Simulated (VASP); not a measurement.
Input of a VASP 6.6.1 run:

The input INCAR:

```
PREC = Accurate
ENCUT = 700
EDIFF = 1E-6
ISMEAR = 0
SIGMA = 0.15
LREAL = False
LASPH = True
NELM = 120
ALGO = Normal
ISIF = 2
LWAVE = False
LCHARG = False
GGA = PS
NBANDS = 26
GGA_COMPAT = False
```

The input KPOINTS:

```
Automatic mesh
0
Gamma
  14 14 10
```

POSCAR

```
TaN
1.0
    0.0000000000     -2.1874436362     -2.1874436362
    0.0000000000      2.1874436362     -2.1874436362
    4.3748872723      0.0000000000      0.0000000000
Ta N
2 2
Direct
    0.5474335804      0.4525664196      0.0000000000
   -0.0474335804      0.0474335804      0.5000000000
    0.4478843715      0.5521156285      0.5000000000
    0.0521156285     -0.0521156285      0.0000000000
```

Potentials or basis: VASP PAW PBE potentials, release 64 (Ta_sv_GW, N).

The run is started by

```sh
$ cat potpaw_PBE.64/Ta_sv_GW/POTCAR potpaw_PBE.64/N/POTCAR > POTCAR
$ mpirun -np 1 vasp_std > vasp.out
```

Question: Predict the pressure.

Answer: 1.1 GPa.

Question: What does it give for the largest force?

Answer: 1.008 eV/Å.

Forces on the atoms (eV/Å):
```
Ta   0.000  1.008  0.000
Ta   0.000 -1.008  0.000
N    0.000 -0.648  0.000
N    0.000  0.648  0.000
```

Caveat: the cell differs from its parent crystal (atoms displaced along a vibrational mode); the stress differs along the axes, from -6 to 14 GPa; the PAW data sets were made with another functional, which shifts forces and pressure a little.
